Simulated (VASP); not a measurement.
Wanted: the native input for a VASP 6.6.1 run.

```yaml
Task: single point
Functional: PBE
Potentials_or_basis: VASP PAW PBE potentials, release 64 (Ti_sv, O)
Cutoff: 520 eV
k_mesh: 5 × 5 × 5
Occupations: fermi-dirac, width 0.05 eV
Spin: no spin polarisation
Dipole_correction: no
Further_INCAR_settings: ALGO = Normal; EDIFF = 1e-06; NBANDS = 60
```

The structure of TiO2 lies in POSCAR:

```
TiO2
1.0
    4.8546410469      0.0000000000     -0.0188788340
    0.0000000000      4.9046506068      0.0000000000
   -0.8898877598      0.0000000000      5.0255073455
Ti O
4 8
Direct
    0.2756721984      0.0581427085      0.2174511884
    0.7243278016      0.5581427085      0.2825488116
    0.7243278016      0.9418572915      0.7825488116
    0.2756721984      0.4418572915      0.7174511884
    0.0607792098      0.1812913509      0.8565544583
    0.9392207902      0.6812913509      0.6434455417
    0.9392207902      0.8187086491      0.1434455417
    0.0607792098      0.3187086491      0.3565544583
    0.4499802141      0.7586358276      0.4559960713
    0.5500197859      0.2586358276      0.0440039287
    0.5500197859      0.2413641724      0.5440039287
    0.4499802141      0.7413641724      0.9559960713
```

One way to write it, as run:

INCAR

```
  PREC = Accurate
  ENCUT = 520
  EDIFF = 1E-6
  ISMEAR = -1
  SIGMA = 0.05
  LREAL = F
  LASPH = T
  NELM = 80
  ALGO = Normal
  ISIF = 2
  LWAVE = F
  LCHARG = F
  GGA = PE
  NBANDS = 60
```

KPOINTS

```
Automatic mesh
0
Gamma
  5 5 5
```

Potentials or basis: VASP PAW PBE potentials, release 64 (Ti_sv, O).

The run is started by

```console
$ cat potpaw_PBE.64/Ti_sv/POTCAR potpaw_PBE.64/O/POTCAR > POTCAR
$ mpirun -np 1 vasp_std > vasp.out
```

It gave:

```yaml
Pressure: 0.8 GPa
Largest_force: 0.059 eV/Å
Band_gap_on_the_k_mesh: 2.35 eV (least direct gap 2.38 eV)
```

Run time: 5.9 min on 1 thread of Oxide Virtual Turin-like Processor (shared host), peak memory 0.3 GiB.
